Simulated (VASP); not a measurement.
# Al2O3 (R-3c) in VASP: further runs

Runs on Al2O3. Level: PBE. Tasks: single point, relaxation of cell and atoms.

Program: VASP 6.6.1. These are calculated values, not measurements. Logs are shortened: lines on timing, memory, paths and dates and some standing lists are left out, and cuts for length are marked.

## Step 1: The cell of the first run

Symmetry: R-3c, No. 167, trigonal system. Conventional cell: a = 4.809 Å, b = 4.809 Å, c = 13.125 Å, α = 90.00°, β = 90.00°, γ = 120.00°. Within 2.5 Å of Al (site symmetry 3) lie 6 O at 1.87 to 1.99 Å. Within 2.9 Å of O (site symmetry 2) lie 4 Al at 1.87 to 1.99 Å and 12 O at 2.55 to 2.90 Å.

## Step 2: Single point, PBE

Input file INCAR:

```
ALGO     = Normal         # electronic algorithm
EDIFF    = 1E-7           # SCF threshold, eV
ENCUT    = 520            # plane-wave cutoff, eV
GGA      = PE             # functional
ISIF     = 2              # what is computed and relaxed
ISMEAR   = 0              # smearing method
LASPH    = True           # aspherical terms in the spheres
LCHARG   = False          # write CHGCAR
LREAL    = False          # projectors in reciprocal space
LWAVE    = False          # write WAVECAR
NBANDS   = 35             # bands
NELM     = 60             # most SCF steps
PREC     = Accurate       # precision mode
SIGMA    = 0.02           # smearing width, eV
```

Input file KPOINTS:

```
k-points
0
Gamma
  6 6 6
```

Input file POSCAR:

```
Al2O3
1.0
    2.4042841096      1.3881140796      4.3749426689
   -2.4042841096      1.3881140796      4.3749426689
    0.0000000000     -2.7762281541      4.3749426705
Al O
4 6
Direct
    0.1478753725      0.1478753725      0.1478753725
    0.3521246275      0.3521246275      0.3521246275
    0.6478753725      0.6478753725      0.6478753725
    0.8521246275      0.8521246275      0.8521246275
    0.9438361053      0.5561638947      0.2500000000
    0.4438361053      0.7500000000      0.0561638947
    0.5561638947      0.2500000000      0.9438361053
    0.2500000000      0.9438361053      0.5561638947
    0.7500000000      0.0561638947      0.4438361053
    0.0561638947      0.4438361053      0.7500000000
```

Potentials or basis: VASP PAW PBE potentials, release 64 (Al, O).

Launch:

```
$ cat potpaw_PBE.64/Al/POTCAR potpaw_PBE.64/O/POTCAR > POTCAR
$ mpirun -np 1 vasp_std > vasp.out
```

OUTCAR:

```text
EDIFF = 1E-7
   ENCUT = 520
   GGA = PE
   ISIF = 2
   ISMEAR = 0
   LASPH = True
   LREAL = False
   NELM = 60
   PREC = Accurate

 ion  position               nearest neighbor table
   1  0.148  0.148  0.148-   6 1.87  10 1.87   9 1.87   5 1.99   8 1.99   7 1.99   2 2.68   4 2.82
                             4 2.82   4 2.82   2 3.25   2 3.25   2 3.25
   2  0.352  0.352  0.352-   9 1.87  10 1.87   6 1.87   5 1.99   7 1.99   8 1.99   1 2.68   3 2.82
                             3 2.82   3 2.82   1 3.25   1 3.25   1 3.25
   3  0.648  0.648  0.648-   8 1.87   5 1.87   7 1.87  10 1.99   6 1.99   9 1.99   4 2.68   2 2.82
                             2 2.82   2 2.82   4 3.25   4 3.25   4 3.25
   4  0.852  0.852  0.852-   7 1.87   5 1.87   8 1.87  10 1.99   9 1.99   6 1.99   3 2.68   1 2.82
                             1 2.82   1 2.82   3 3.25   3 3.25   3 3.25
   5  0.944  0.556  0.250-   3 1.87   4 1.87   1 1.99   2 1.99
   6  0.444  0.750  0.056-   1 1.87   2 1.87   3 1.99   4 1.99
   7  0.556  0.250  0.944-   4 1.87   3 1.87   2 1.99   1 1.99
   8  0.250  0.944  0.556-   3 1.87   4 1.87   1 1.99   2 1.99
   9  0.750  0.056  0.444-   2 1.87   1 1.87   4 1.99   3 1.99
  10  0.056  0.444  0.750-   1 1.87   2 1.87   3 1.99   4 1.99

  LATTYP: Found a trigonal (rhomboedric) cell.
 ALAT       =     5.1814637057
 COS(alpha) =     0.5693775703

  Lattice vectors:

 A1 = (   2.4042841096,   1.3881140796,   4.3749426689)
 A2 = (  -2.4042841096,   1.3881140796,   4.3749426689)
 A3 = (   0.0000000000,  -2.7762281541,   4.3749426705)

Analysis of symmetry for initial positions (statically):
=====================================================================
 Subroutine PRICEL returns:
 Original cell was already a primitive cell.

 Routine SETGRP: Setting up the symmetry group for a
 trigonal (rhombohedral) supercell.

 Subroutine GETGRP returns: Found 12 space group operations
 (whereof  6 operations were pure point group operations)
 out of a pool of 12 trial point group operations.

The static configuration has the point symmetry S_6 .
 The point group associated with its full space group is D_3d.

Analysis of symmetry for dynamics (positions and initial velocities):
=====================================================================
 Subroutine PRICEL returns:
 Original cell was already a primitive cell.

 Routine SETGRP: Setting up the symmetry group for a
 trigonal (rhombohedral) supercell.

 Subroutine GETGRP returns: Found 12 space group operations
 (whereof  6 operations were pure point group operations)
 out of a pool of 12 trial point group operations.

The dynamic configuration has the point symmetry S_6 .
 The point group associated with its full space group is D_3d.

 Subroutine INISYM returns: Found 12 space group operations
 (whereof  6 operations are pure point group operations),
 and found     1 'primitive' translations

----------------------------------------------------------------------------------------

                                     Primitive cell

  volume of cell :      87.6061

  direct lattice vectors                    reciprocal lattice vectors
     2.404284110  1.388114080  4.374942669     0.207962111  0.120066981  0.076191475
    -2.404284110  1.388114080  4.374942669    -0.207962111  0.120066981  0.076191475
     0.000000000 -2.776228154  4.374942671     0.000000000 -0.240133962  0.076191475

  length of vectors
     5.181463706  5.181463706  5.181463706     0.251931460  0.251931460  0.251931460

  position of ions in fractional coordinates (direct lattice)
     0.147875373  0.147875373  0.147875373
     0.352124627  0.352124627  0.352124627
     0.647875373  0.647875373  0.647875373
     0.852124627  0.852124627  0.852124627
     0.943836105  0.556163895  0.250000000
     0.443836105  0.750000000  0.056163895
     0.556163895  0.250000000  0.943836105
     0.250000000  0.943836105  0.556163895
     0.750000000  0.056163895  0.443836105
     0.056163895  0.443836105  0.750000000

  ion indices of the primitive-cell ions
   primitive index   ion index
                 1           1
                 2           2
                 3           3
                 4           4
                 5           5
                 6           6
                 7           7
                 8           8
                 9           9
                10          10

----------------------------------------------------------------------------------------

 KPOINTS: k-points

Automatic generation of k-mesh.
 Grid dimensions read from file:
 generate k-points for:    6    6    6

 Generating k-lattice:

  Cartesian coordinates                     Fractional coordinates (reciprocal lattice)
     0.034660352  0.020011164  0.012698579     0.166666667 -0.000000000  0.000000000
    -0.034660352  0.020011164  0.012698579    -0.000000000  0.166666667  0.000000000
     0.000000000 -0.040022327  0.012698579     0.000000000  0.000000000  0.166666667

  Length of vectors
     0.041988577  0.041988577  0.041988577

  Shift w.r.t. Gamma in fractional coordinates (k-lattice)
     0.000000000  0.000000000  0.000000000

 Subroutine IBZKPT returns following result:
 ===========================================

 Found     32 irreducible k-points:

 Following reciprocal coordinates:
            Coordinates               Weight
  0.000000  0.000000  0.000000      1.000000
  0.166667 -0.000000 -0.000000      6.000000
  0.333333  0.000000 -0.000000      6.000000
  0.500000  0.000000  0.000000      3.000000
  0.166667  0.166667 -0.000000      6.000000
  0.333333  0.166667 -0.000000     12.000000
[... 16 lines left out ...]
  0.500000  0.500000  0.166667      6.000000
 -0.333333  0.500000  0.166667     12.000000
 [... further k-points ...]
   k-points           NKPTS =     32   k-points in BZ     NKDIM =     32   number of bands    NBANDS=     35
   number of dos      NEDOS =    301   number of ions     NIONS =     10
   total plane-waves  NPLWV =  64000
   dimension x,y,z NGX =    40 NGY =   40 NGZ =   40
   dimension x,y,z NGXF=    80 NGYF=   80 NGZF=   80
   ions per type =               4   6
   NGX,Y,Z   is equivalent  to a cutoff of  12.83, 12.83, 12.83 a.u.
   NGXF,Y,Z  is equivalent  to a cutoff of  25.67, 25.67, 25.67 a.u.
 SYSTEM =  unknown system
   PREC   = accura    normal or accurate (medium, high low for compatibility)
   ISTART =      0    job   : 0-new  1-cont  2-samecut
   ICHARG =      2    charge: 1-file 2-atom 10-const
   ISPIN  =      1    spin polarized calculation?
   LNONCOLLINEAR =      F non collinear calculations
   LSORBIT =      F    spin-orbit coupling
   LASPH  =      T    aspherical Exc in radial PAW
   ENCUT  =  520.0 eV  38.22 Ry    6.18 a.u.   9.63  9.63  9.63*2*pi/ulx,y,z
   NELM   =     60;   NELMIN=  2; NELMDL= -5     # of ELM steps
   EDIFF  = 0.1E-06   stopping-criterion for ELM
   LREAL  =      F    real-space projection
   EDIFFG = 0.1E-05   stopping-criterion for IOM
   NSW    =      0    number of steps for IOM
   IBRION =     -1    ionic relax: 0-MD 1-quasi-New 2-CG
   NFREE  =      0    steps in history (QN), initial steepest desc. (CG)
   ISIF   =      2    stress and relaxation
   ISYM   =      2    0-nonsym 1-usesym 2-fastsym
   POTIM  = 0.5000    time-step for ionic-motion
   TEBEG  =    0.0;   TEEND  =   0.0 temperature during run
   PSTRESS=    0.0 pullay stress
   NELECT =      48.0000    total number of electrons
   NUPDOWN=      -1.0000    fix difference up-down
   EMIN   =  10.00;   EMAX   =-10.00  energy-range for DOS
   EFERMI =   0.00;   METHOD = LEGACY
   ISMEAR =     0;   SIGMA  =   0.02  broadening in eV -4-tet -1-fermi 0-gaus
   EFERMI_NEDOS =   21; number of points for ismear=-14 and -15
   IALGO  =     38    algorithm
   IMIX   =      4    mixing-type and parameters
     AMIX     =   0.40;   BMIX     =  1.00
     AMIX_MAG =   1.60;   BMIX_MAG =  1.00
  volume/ion in A,a.u.               =       8.76        59.12
  Fermi-wavevector in a.u.,A,eV,Ry     =   1.339606  2.531488 24.416253  1.794544
  Thomas-Fermi vector in A             =   2.467984
   LORBIT       =      0    0 simple, 1 ext, 2 COOP (PROOUT), +10 PAW based schemes
   GGA     = PE    functional components
   LHFCALC =     F    Hartree Fock is set to
   AEXX    =    0.0000 exact exchange contribution
   IVDW    =     0    specifies the selected vdW correction
   LEPSILON=     F    determine dielectric tensor
   LRPA    =     F    only Hartree local field effects (RPA)
 non-spin polarized calculation
 Gauss-broadening in eV      SIGMA  =   0.02
  energy-cutoff  :      520.00
  volume of cell :       87.61
 maximum number of plane-waves:      2371
 NGX is ok and might be reduce to    40
   NGX = 19   NGY = 19   NGZ = 19

 number of electron      48.0000008 magnetization

 Free energy of the ion-electron system (eV)
  ---------------------------------------------------
  ext. energy  EPLUGINS =         0.00000000
  ---------------------------------------------------
  free energy    TOTEN  =       -74.81221130 eV

  energy without entropy =      -74.81221130  energy(sigma->0) =      -74.81221130

 E-fermi :   5.9398     XC(G=0): -11.5378

 val. band max:        5.7982866168   @ k =   0.0000   0.0000   0.0000
 cond. band min:      11.6464055434   @ k =   0.0000   0.0000   0.0000
 fundamental gap:      5.8481189266
 Fermi energy:         5.9397753857

 k-point     1 :       0.0000    0.0000    0.0000
  band No.  band energies     occupation
      1     -13.2139      2.00000
      2     -10.9940      2.00000
      3     -10.7303      2.00000
      4     -10.7303      2.00000
      5     -10.4237      2.00000
      6     -10.4237      2.00000
[... 27 lines left out ...]
     34      18.9428      0.00000
     35      20.1404      0.00000

 k-point     2 :       0.1667   -0.0000   -0.0000
  band No.  band energies     occupation
      1     -13.0763      2.00000
      2     -11.0635      2.00000
      3     -10.8060      2.00000
      4     -10.7559      2.00000
      5     -10.4890      2.00000
      6     -10.4341      2.00000
[... 27 lines left out ...]
     34      18.5139      0.00000
     35      19.9779      0.00000
[... 796 lines left out ...]
     34      18.9963      0.00000
     35      19.2436      0.00000

 k-point    24 :      -0.3333    0.5000    0.1667
  band No.  band energies     occupation
      1     -11.9664      2.00000
      2     -11.6100      2.00000
      3     -11.3685      2.00000
      4     -11.1600      2.00000
      5     -10.6032      2.00000
      6     -10.4058      2.00000
[... 27 lines left out ...]
     34      19.0018      0.00000
     35      19.1069      0.00000

 [... further k-points ...]
[... 5 lines left out ...]
  --------------------------------------------------------------------------------------
  -------------------------------------------------------------------------------------
  Total       -0.0732497     -0.0732497     -0.1088839     -0.0000000     -0.0000000      0.0000000
  in kB       -1.3396201     -1.3396201     -1.9913136     -0.0000000     -0.0000000      0.0000000
  external PRESSURE =      -1.5568512 kB  Pullay stress =       0.0000000 kB

 VOLUME and BASIS-vectors are now :
 -----------------------------------------------------------------------------
  energy-cutoff  :      520.00
  volume of cell :       87.61
      direct lattice vectors                 reciprocal lattice vectors
     2.404284110  1.388114080  4.374942669     0.207962111  0.120066981  0.076191475
    -2.404284110  1.388114080  4.374942669    -0.207962111  0.120066981  0.076191475
     0.000000000 -2.776228154  4.374942671     0.000000000 -0.240133962  0.076191475

 POSITION                                       TOTAL-FORCE (eV/Angst)
 -----------------------------------------------------------------------------------
      0.00000      0.00000      1.94084         0.000000     -0.000000     -0.007846
      0.00000      0.00000      4.62158         0.000000      0.000000      0.007846
      0.00000      0.00000      8.50325         0.000000     -0.000000     -0.007846
      0.00000      0.00000     11.18399         0.000000      0.000000      0.007846
      0.93207      1.38811      7.65615        -0.001281      0.000000     -0.000000
     -0.73610      1.50126      5.46868        -0.000640     -0.001109      0.000000
      0.73610     -1.50126      7.65615         0.000640      0.001109     -0.000000
     -1.66818      0.11314      7.65615         0.000640     -0.001109      0.000000
      1.66818     -0.11314      5.46868        -0.000640      0.001109     -0.000000
     -0.93207     -1.38811      5.46868         0.001281      0.000000     -0.000000
 -----------------------------------------------------------------------------------
    total drift:                                0.000000      0.000000     -0.000000

  FREE ENERGIE OF THE ION-ELECTRON SYSTEM (eV)
  ---------------------------------------------------
  free  energy   TOTEN  =       -74.8122112955 eV

  energy  without entropy=      -74.8122112955  energy(sigma->0) =      -74.81221130
```

It took 1.8 min on 1 thread of Intel Xeon Platinum 8488C (Sapphire Rapids), shared host; peak memory 0.26 GiB.

What came out:

| Quantity | Value |
| --- | --- |
| Free energy | -74.8122 eV |
| Pressure | -0.2 GPa |
| Largest force | 0.008 eV/Å |
| Band gap on the k mesh | 5.85 eV |

Forces on the atoms (eV/Å):
```
Al   0.000  0.000 -0.008
Al   0.000  0.000  0.008
Al   0.000  0.000 -0.008
Al   0.000  0.000  0.008
O   -0.001  0.000  0.000
O   -0.001 -0.001  0.000
O    0.001  0.001  0.000
O    0.001 -0.001  0.000
O   -0.001  0.001  0.000
O    0.001  0.000  0.000
```

## Step 3: Relaxation of cell and atoms, PBE

This run uses another cell than the first one, of 8.74 Å³/atom.

Input file INCAR:

```
ALGO = Normal ; EDIFF = 1E-7
EDIFFG = -0.01 ; ENCUT = 600
GGA = PE ; IBRION = 2
ISIF = 3 ; ISMEAR = 0
LASPH = T ; LCHARG = F
LREAL = F ; LWAVE = F
NELM = 80 ; NSW = 100
PREC = Accurate ; SIGMA = 0.02
```

KPOINTS is that of step 2.

Input file POSCAR:

```
Al2O3
1.0
    2.4025135000      1.3870918800      4.3720846200
   -2.4025135000      1.3870918800      4.3720846200
    0.0000000000     -2.7741837500      4.3720846200
Al O
4 6
Direct
    0.1479039900      0.1479039900      0.1479039900
    0.3520959900      0.3520959900      0.3520959900
    0.6479039800      0.6479039800      0.6479039800
    0.8520960200      0.8520960200      0.8520960200
    0.9438545100      0.5561454900      0.2500000000
    0.4438545100      0.7500000000      0.0561455000
    0.5561454900      0.2500000000      0.9438545100
    0.2500000000      0.9438545100      0.5561454900
    0.7500000000      0.0561455000      0.4438545100
    0.0561455000      0.4438545100      0.7500000000
```

Potentials or basis: VASP PAW PBE potentials, release 64 (Al, O).

Launch:

```
$ cat potpaw_PBE.64/Al/POTCAR potpaw_PBE.64/O/POTCAR > POTCAR
$ mpirun -np 1 vasp_std > vasp.out
```

Run time: 2.5 min. Hardware: 1 thread of Intel Xeon Platinum 8488C (Sapphire Rapids), shared host; peak memory 0.29 GiB.

Results (log left out):

| Item | Value |
| --- | --- |
| Free energy | -74.8321 eV |
| Energy gained by relaxing | 0.0 meV/atom |
| Ionic steps | 2 |
| Pressure after relaxing | 0.0 GPa |
| Largest force after relaxing | 0.004 eV/Å |
| Band gap on the k mesh | 5.87 eV |

Forces in eV/Å, atoms in the order of the input:
```
Al   0.000  0.000 -0.004
Al   0.000  0.000  0.004
Al   0.000  0.000 -0.004
Al   0.000  0.000  0.004
O    0.002  0.000  0.000
O    0.001  0.002  0.000
O   -0.001 -0.002  0.000
O   -0.001  0.002  0.000
O    0.001 -0.002  0.000
O   -0.002  0.000  0.000
```

Final structure:
```cif
data_structure
_symmetry_space_group_name_H-M 'P 1'
_symmetry_Int_Tables_number 1
_cell_length_a 5.1775
_cell_length_b 5.1775
_cell_length_c 5.1775
_cell_angle_alpha 55.302
_cell_angle_beta 55.302
_cell_angle_gamma 55.302
_cell_volume 87.42
loop_
_atom_site_label
_atom_site_type_symbol
_atom_site_fract_x
_atom_site_fract_y
_atom_site_fract_z
_atom_site_occupancy
Al1 Al 0.14786 0.14786 0.14786 1
Al2 Al 0.35214 0.35214 0.35214 1
Al3 Al 0.64786 0.64786 0.64786 1
Al4 Al 0.85214 0.85214 0.85214 1
O1 O 0.94381 0.55619 0.25000 1
O2 O 0.44381 0.75000 0.05619 1
O3 O 0.55619 0.25000 0.94381 1
O4 O 0.25000 0.94381 0.55619 1
O5 O 0.75000 0.05619 0.44381 1
O6 O 0.05619 0.44381 0.75000 1
```

Levels at points of the mesh, in eV from the valence-band top:
| k point | band 20 | band 21 | band 22 | band 23 | band 24 | band 25 | band 26 | band 27 | band 28 | band 29 |
| --- | --- | --- | --- | --- | --- | --- | --- | --- | --- | --- |
| (0.00, 0.00, 0.00) | -0.46 | -0.46 | -0.03 | -0.03 | 0.00 | 5.87 | 8.92 | 10.39 | 11.29 | 11.29 |
| (0.50, 0.00, 0.00) | -1.29 | -0.86 | -0.86 | -0.25 | -0.25 | 9.16 | 9.16 | 9.37 | 9.37 | 11.61 |
| (0.50, 0.50, 0.00) | -1.25 | -0.97 | -0.87 | -0.70 | -0.23 | 9.38 | 9.50 | 9.63 | 10.15 | 10.92 |
| (0.50, 0.50, 0.50) | -1.93 | -0.35 | -0.35 | -0.35 | -0.35 | 8.37 | 8.37 | 10.86 | 10.86 | 12.11 |
